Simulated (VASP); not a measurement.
**Al: single point with r2SCAN**

Crystal: Al.

```
Al
1.0
     0.00000    1.99669    1.99669
     1.99669    0.00000    1.99669
     1.99669    1.99669    0.00000
Al
1
Direct
  0.00000 0.00000 0.00000
```

```json
{
 "Program": "VASP 6.6.1",
 "Task": "single point",
 "Functional": "r2SCAN",
 "Potentials or basis": "VASP PAW PBE potentials, release 64 (Al)",
 "Cutoff": "520 eV",
 "k mesh": "7 × 7 × 7",
 "Occupations": "fermi-dirac, width 0.1 eV",
 "Spin": "no spin polarisation",
 "Dipole correction": "no",
 "Further INCAR settings": "ALGO = Normal; EDIFF = 1e-07; NBANDS = 8"
}
```

```yaml
Pressure: -0.4 GPa
```

Levels at points of the mesh, in eV from the Fermi level:
```tsv
k point	band 1	band 2	band 3	band 4
(0.00, 0.00, 0.00)	-12.16	13.45	13.45	13.45
```

Run time: 14 s on 1 thread of Intel Xeon 6975P-C (shared host), peak memory 0.13 GiB.

Caveat: the k points lie up to 0.39 Å⁻¹ apart; the PAW data sets were made with another functional, which shifts forces and pressure a little.
